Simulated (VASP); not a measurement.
# GaAsSe3 (P6_3/mmc) in VASP: notebook

GaAsSe3 is run at these levels: PBE; tasks: single point.

Everything below comes from runs of VASP 6.6.1. Logs are shortened: lines on timing, memory, paths and dates and some standing lists are left out, and cuts for length are marked.

## 1. The cell of the first run

The structure is hexagonal, space group P6_3/mmc (No. 194). Conventional cell: a = 5.916 Å, b = 5.916 Å, c = 7.742 Å, α = 90.00°, β = 90.00°, γ = 120.00°. Within 3.5 Å of Ga (site symmetry -3m) lie 6 Se at 2.66 Å. Within 4.0 Å of As (site symmetry -6m2) lie 6 Se at 2.96 Å and 6 Ga at 3.93 Å. Within 3.5 Å of Se (site symmetry mm2) lie 2 Ga at 2.66 Å and 4 Se at 2.75 to 3.17 Å and 2 As at 2.96 Å.

The cell was built from a structure type or drawn by symmetry, and may not be a known phase.

## 2. Single point, PBE

Contents of INCAR:

```
  PREC = Accurate
  ENCUT = 500
  EDIFF = 1E-6
  ISMEAR = 0
  SIGMA = 0.15
  LREAL = False
  LASPH = True
  NELM = 120
  ALGO = Normal
  ISIF = 2
  LWAVE = False
  LCHARG = False
  GGA = PE
  NBANDS = 47
  GGA_COMPAT = False
```

Contents of KPOINTS:

```
regular mesh
0
Gamma
  2 2 2
```

Contents of POSCAR:

```
GaAsSe3
1.0
    5.9162825411      0.0000000024      0.0000000000
   -2.9581412726      5.1236509754      0.0000000000
    0.0000000000      0.0000000000      7.7424208458
Ga As Se
2 2 6
Direct
    0.0000000000      0.0000000000      0.0000000000
    0.0000000000      0.0000000000      0.5000000000
    0.3333333333      0.6666666667      0.7500000000
    0.6666666667      0.3333333333      0.2500000000
    0.1786384441      0.3572768882      0.2500000000
    0.8213615559      0.6427231118      0.7500000000
    0.6427231118      0.8213615559      0.2500000000
    0.3572768882      0.1786384441      0.7500000000
    0.1786384441      0.8213615559      0.2500000000
    0.8213615559      0.1786384441      0.7500000000
```

Potentials or basis: VASP PAW PBE potentials, release 64 (Ga_d, As, Se).

Run with:

```bash
$ cat potpaw_PBE.64/Ga_d/POTCAR potpaw_PBE.64/As/POTCAR potpaw_PBE.64/Se/POTCAR > POTCAR
$ mpirun -np 1 vasp_std > vasp.out
```

OUTCAR:

```text
PREC = Accurate
   ENCUT = 500
   EDIFF = 1E-6
   ISMEAR = 0
   LREAL = False
   LASPH = True
   NELM = 120
   ISIF = 2
   GGA = PE

 ion  position               nearest neighbor table
   1  0.000  0.000  0.000-   9 2.66  10 2.66   7 2.66   8 2.66   5 2.66   6 2.66
   2  0.000  0.000  0.500-   9 2.66  10 2.66   7 2.66   8 2.66   5 2.66   6 2.66
   3  0.333  0.667  0.750-
   4  0.667  0.333  0.250-
   5  0.179  0.357  0.250-   1 2.66   2 2.66   9 2.75   7 2.75
   6  0.821  0.643  0.750-   1 2.66   2 2.66  10 2.75   8 2.75
   7  0.643  0.821  0.250-   1 2.66   2 2.66   9 2.75   5 2.75
   8  0.357  0.179  0.750-   1 2.66   2 2.66  10 2.75   6 2.75
   9  0.179  0.821  0.250-   1 2.66   2 2.66   7 2.75   5 2.75
  10  0.821  0.179  0.750-   1 2.66   2 2.66   8 2.75   6 2.75

  LATTYP: Found a hexagonal cell.
 ALAT       =     5.9162825411
 C/A-ratio  =     1.3086631330

  Lattice vectors:

 A1 = (   5.9162825411,   0.0000000024,   0.0000000000)
 A2 = (  -2.9581412726,   5.1236509754,   0.0000000000)
 A3 = (   0.0000000000,   0.0000000000,   7.7424208458)

Analysis of symmetry for initial positions (statically):
=====================================================================
 Subroutine PRICEL returns:
 Original cell was already a primitive cell.

 Routine SETGRP: Setting up the symmetry group for a
 hexagonal supercell.

 Subroutine GETGRP returns: Found 24 space group operations
 (whereof 12 operations were pure point group operations)
 out of a pool of 24 trial point group operations.

The static configuration has the point symmetry D_3d.
 The point group associated with its full space group is D_6h.

Analysis of symmetry for dynamics (positions and initial velocities):
=====================================================================
 Subroutine PRICEL returns:
 Original cell was already a primitive cell.

 Routine SETGRP: Setting up the symmetry group for a
 hexagonal supercell.

 Subroutine GETGRP returns: Found 24 space group operations
 (whereof 12 operations were pure point group operations)
 out of a pool of 24 trial point group operations.

The dynamic configuration has the point symmetry D_3d.
 The point group associated with its full space group is D_6h.

 Subroutine INISYM returns: Found 24 space group operations
 (whereof 12 operations are pure point group operations),
 and found     1 'primitive' translations

----------------------------------------------------------------------------------------

                                     Primitive cell

  volume of cell :     234.6957

  direct lattice vectors                    reciprocal lattice vectors
     5.916282541  0.000000002  0.000000000     0.169025058  0.097586663  0.000000000
    -2.958141273  5.123650975  0.000000000    -0.000000000  0.195173326  0.000000000
     0.000000000  0.000000000  7.742420846     0.000000000  0.000000000  0.129158569

  length of vectors
     5.916282541  5.916282541  7.742420846     0.195173326  0.195173326  0.129158569

  position of ions in fractional coordinates (direct lattice)
     0.000000000  0.000000000  0.000000000
     0.000000000  0.000000000  0.500000000
     0.333333333  0.666666667  0.750000000
     0.666666667  0.333333333  0.250000000
     0.178638444  0.357276888  0.250000000
     0.821361556  0.642723112  0.750000000
     0.642723112  0.821361556  0.250000000
     0.357276888  0.178638444  0.750000000
     0.178638444  0.821361556  0.250000000
     0.821361556  0.178638444  0.750000000

  ion indices of the primitive-cell ions
   primitive index   ion index
                 1           1
                 2           2
                 3           3
                 4           4
                 5           5
                 6           6
                 7           7
                 8           8
                 9           9
                10          10

----------------------------------------------------------------------------------------

 KPOINTS: regular mesh

Automatic generation of k-mesh.
 Grid dimensions read from file:
 generate k-points for:    2    2    2

 Generating k-lattice:

  Cartesian coordinates                     Fractional coordinates (reciprocal lattice)
     0.084512529  0.048793331  0.000000000     0.500000000  0.000000000  0.000000000
    -0.000000000  0.097586663  0.000000000     0.000000000  0.500000000  0.000000000
     0.000000000  0.000000000  0.064579285     0.000000000  0.000000000  0.500000000

  Length of vectors
     0.097586663  0.097586663  0.064579285

  Shift w.r.t. Gamma in fractional coordinates (k-lattice)
     0.000000000  0.000000000  0.000000000

 Subroutine IBZKPT returns following result:
 ===========================================

 Found      4 irreducible k-points:

 Following reciprocal coordinates:
            Coordinates               Weight
  0.000000  0.000000  0.000000      1.000000
  0.500000  0.000000  0.000000      3.000000
  0.000000  0.000000  0.500000      1.000000
  0.500000  0.000000  0.500000      3.000000
   k-points           NKPTS =      4   k-points in BZ     NKDIM =      4   number of bands    NBANDS=     47
   number of dos      NEDOS =    301   number of ions     NIONS =     10
   total plane-waves  NPLWV = 129024
   dimension x,y,z NGX =    48 NGY =   48 NGZ =   56
   dimension x,y,z NGXF=    96 NGYF=   96 NGZF=  112
   ions per type =               2   2   6
   NGX,Y,Z   is equivalent  to a cutoff of  13.49, 13.49, 12.02 a.u.
   NGXF,Y,Z  is equivalent  to a cutoff of  26.98, 26.98, 24.05 a.u.
 SYSTEM =  unknown system
   PREC   = accura    normal or accurate (medium, high low for compatibility)
   ISTART =      0    job   : 0-new  1-cont  2-samecut
   ICHARG =      2    charge: 1-file 2-atom 10-const
   ISPIN  =      1    spin polarized calculation?
   LNONCOLLINEAR =      F non collinear calculations
   LSORBIT =      F    spin-orbit coupling
   LASPH  =      T    aspherical Exc in radial PAW
   ENCUT  =  500.0 eV  36.75 Ry    6.06 a.u.  10.79 10.79 14.12*2*pi/ulx,y,z
   NELM   =    120;   NELMIN=  2; NELMDL= -5     # of ELM steps
   EDIFF  = 0.1E-05   stopping-criterion for ELM
   LREAL  =      F    real-space projection
   EDIFFG = 0.1E-04   stopping-criterion for IOM
   NSW    =      0    number of steps for IOM
   IBRION =     -1    ionic relax: 0-MD 1-quasi-New 2-CG
   NFREE  =      0    steps in history (QN), initial steepest desc. (CG)
   ISIF   =      2    stress and relaxation
   ISYM   =      2    0-nonsym 1-usesym 2-fastsym
   POTIM  = 0.5000    time-step for ionic-motion
   TEBEG  =    0.0;   TEEND  =   0.0 temperature during run
   PSTRESS=    0.0 pullay stress
   NELECT =      72.0000    total number of electrons
   NUPDOWN=      -1.0000    fix difference up-down
   EMIN   =  10.00;   EMAX   =-10.00  energy-range for DOS
   EFERMI =   0.00;   METHOD = LEGACY
   ISMEAR =     0;   SIGMA  =   0.15  broadening in eV -4-tet -1-fermi 0-gaus
   EFERMI_NEDOS =   21; number of points for ismear=-14 and -15
   IALGO  =     38    algorithm
   IMIX   =      4    mixing-type and parameters
     AMIX     =   0.40;   BMIX     =  1.00
     AMIX_MAG =   1.60;   BMIX_MAG =  1.00
  volume/ion in A,a.u.               =      23.47       158.38
  Fermi-wavevector in a.u.,A,eV,Ry     =   1.104122  2.086489 16.586678  1.219086
  Thomas-Fermi vector in A             =   2.240591
   LORBIT       =      0    0 simple, 1 ext, 2 COOP (PROOUT), +10 PAW based schemes
   GGA     = PE    functional components
   LHFCALC =     F    Hartree Fock is set to
   AEXX    =    0.0000 exact exchange contribution
   IVDW    =     0    specifies the selected vdW correction
   LEPSILON=     F    determine dielectric tensor
   LRPA    =     F    only Hartree local field effects (RPA)
 non-spin polarized calculation
 Gauss-broadening in eV      SIGMA  =   0.15
  energy-cutoff  :      500.00
  volume of cell :      234.70
 maximum number of plane-waves:      5984
 NGX is ok and might be reduce to    48
   NGX = 21   NGY = 21   NGZ = 29

 number of electron      72.0000011 magnetization

 Free energy of the ion-electron system (eV)
  ---------------------------------------------------
  ext. energy  EPLUGINS =         0.00000000
  ---------------------------------------------------
  free energy    TOTEN  =       -34.59742861 eV

  energy without entropy =      -34.52916639  energy(sigma->0) =      -34.56329750

 E-fermi :   3.9845     XC(G=0):  -9.6431

 val. band max:        3.8884423732   @ k =   0.5000   0.0000   0.0000
 cond. band min:       4.0327135295   @ k =   0.0000   0.0000   0.0000
 fundamental gap:      0.1442711564
 Fermi energy:         3.9844825045

 k-point     1 :       0.0000    0.0000    0.0000
  band No.  band energies     occupation
      1     -11.6907      2.00000
      2     -11.2288      2.00000
      3     -11.2288      2.00000
      4     -11.2174      2.00000
      5     -11.1108      2.00000
      6     -11.1108      2.00000
[... 39 lines left out ...]
     46       8.4421      0.00000
     47       8.4450      0.00000

 k-point     2 :       0.5000    0.0000    0.0000
  band No.  band energies     occupation
      1     -11.3839      2.00000
      2     -11.2319      2.00000
      3     -11.2144      2.00000
      4     -11.1113      2.00000
      5     -11.1107      2.00000
      6     -11.0745      2.00000
[... 39 lines left out ...]
     46       7.7658      0.00000
     47       8.2756      0.00000

 k-point     3 :       0.0000    0.0000    0.5000
  band No.  band energies     occupation
      1     -11.4878      2.00000
      2     -11.4878      2.00000
      3     -11.1717      2.00000
      4     -11.1717      2.00000
      5     -11.1717      2.00000
      6     -11.1717      2.00000
[... 39 lines left out ...]
     46       8.1849      0.00000
     47       8.2109      0.00000

 k-point     4 :       0.5000    0.0000    0.5000
  band No.  band energies     occupation
      1     -11.2749      2.00000
      2     -11.2749      2.00000
      3     -11.1735      2.00000
      4     -11.1735      2.00000
      5     -11.1260      2.00000
      6     -11.1260      2.00000
[... 39 lines left out ...]
     46       8.1452      0.00000
     47       8.6740      0.00000

------------------------ aborting loop because EDIFF is reached ----------------------------------------

  FORCE on cell =-STRESS in cart. coord.  units (eV):
  Direction    XX          YY          ZZ          XY          YZ          ZX
  --------------------------------------------------------------------------------------
  -------------------------------------------------------------------------------------
  Total       -0.2208197     -0.2208197     -0.8362738     -0.0000000     -0.0000000      0.0000000
  in kB       -1.5074511     -1.5074511     -5.7089185     -0.0000000     -0.0000000      0.0000000
  external PRESSURE =      -2.9079403 kB  Pullay stress =       0.0000000 kB

 VOLUME and BASIS-vectors are now :
 -----------------------------------------------------------------------------
  energy-cutoff  :      500.00
  volume of cell :      234.70
      direct lattice vectors                 reciprocal lattice vectors
     5.916282541  0.000000002  0.000000000     0.169025058  0.097586663  0.000000000
    -2.958141273  5.123650975  0.000000000    -0.000000000  0.195173326  0.000000000
     0.000000000  0.000000000  7.742420846     0.000000000  0.000000000  0.129158569

 POSITION                                       TOTAL-FORCE (eV/Angst)
 -----------------------------------------------------------------------------------
      0.00000      0.00000      0.00000        -0.000000     -0.000000     -0.000000
      0.00000      0.00000      3.87121         0.000000     -0.000000     -0.000000
     -0.00000      3.41577      5.80682        -0.000000     -0.000000      0.000000
      2.95814      1.70788      1.93561         0.000000     -0.000000      0.000000
     -0.00000      1.83056      1.93561        -0.000000      0.034977      0.000000
      2.95814      3.29309      5.80682         0.000000     -0.034977     -0.000000
      1.37283      4.20837      1.93561        -0.030291     -0.017488     -0.000000
      1.58531      0.91528      5.80682         0.030291      0.017488     -0.000000
     -1.37283      4.20837      1.93561         0.030291     -0.017488      0.000000
      4.33097      0.91528      5.80682        -0.030291      0.017488     -0.000000
 -----------------------------------------------------------------------------------
    total drift:                                0.000000     -0.000000     -0.000000

  FREE ENERGIE OF THE ION-ELECTRON SYSTEM (eV)
  ---------------------------------------------------
  free  energy   TOTEN  =       -34.5974286069 eV

  energy  without entropy=      -34.5291663888  energy(sigma->0) =      -34.56329750
```

Wall time 33 s (1 thread of Intel Xeon 6975P-C (Granite Rapids), shared host); peak memory 0.35 GiB.

What came out:

```yaml
Free_energy: -34.5974 eV
Pressure: -0.3 GPa
Largest_force: 0.035 eV/Å
Band_gap_on_the_k_mesh: zero (bands 36 and 37 overlap by 0.85 eV)
```

Forces in eV/Å, atoms in the order of the input:
```
Ga   0.000  0.000  0.000
Ga   0.000  0.000  0.000
As   0.000  0.000  0.000
As   0.000  0.000  0.000
Se   0.000  0.035  0.000
Se   0.000 -0.035  0.000
Se  -0.030 -0.017  0.000
Se   0.030  0.017  0.000
Se   0.030 -0.017  0.000
Se  -0.030  0.017  0.000
```

Caveat: the k points lie up to 0.61 Å⁻¹ apart, too coarse for converged energies and pressures of a metal.

(Continued in part 2 of 2.)
